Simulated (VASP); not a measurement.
Runs of VASP 6.6.1 on B5W3. The structure is that of space group Im-3m (No. 229), or close to it. The cells are those of the table. The cell was generated, and may not be a known phase.

| task | cell | k mesh | cutoff (eV) | gap on the mesh (eV) | pressure (GPa) | relaxed volume (Å³/atom) |
| --- | --- | --- | --- | --- | --- | --- |
| single point | a = 4.722 Å, angles 109.5°, 8 atoms | 4 × 4 × 4 | 520 | none | 0.5 | - |
| single point | a = 4.719 Å, angles 109.5°, 8 atoms | 10 × 10 × 10 | 520 | none | (a) | - |
| relaxation of cell and atoms | relaxed from a = 4.845 Å, angles 109.5°, 8 atoms | 4 × 4 × 4 | 600 | none | -0.1 | 10.15 |
| single point | a = 4.845 Å, angles 109.5°, 8 atoms | 4 × 4 × 4 | 520 | none | (b) | - |
| relaxation of cell and atoms | relaxed from a = 4.722 Å, angles 109.5°, 8 atoms | 10 × 10 × 10 | 600 | none | 0.0 | 10.14 |

Alike in all rows: level PBE; potentials or basis VASP PAW PBE potentials, release 64 (B, W_sv); no spin polarisation; smearing gaussian 0.1 eV.

Question: Fill in the values left out.

Answer: (a) 0.6; (b) -18.5.

Caveats: some runs use coarse meshes; spin-orbit coupling is left out, which moves the levels of the heavy elements; an odd number of electrons without spin polarisation forces a metal; a magnetic or distorted state may lie lower.

A k mesh can miss the band edges, and the runs leave out spin-orbit coupling on W.

A gap of «none» marks levels without a gap at the run's occupations.
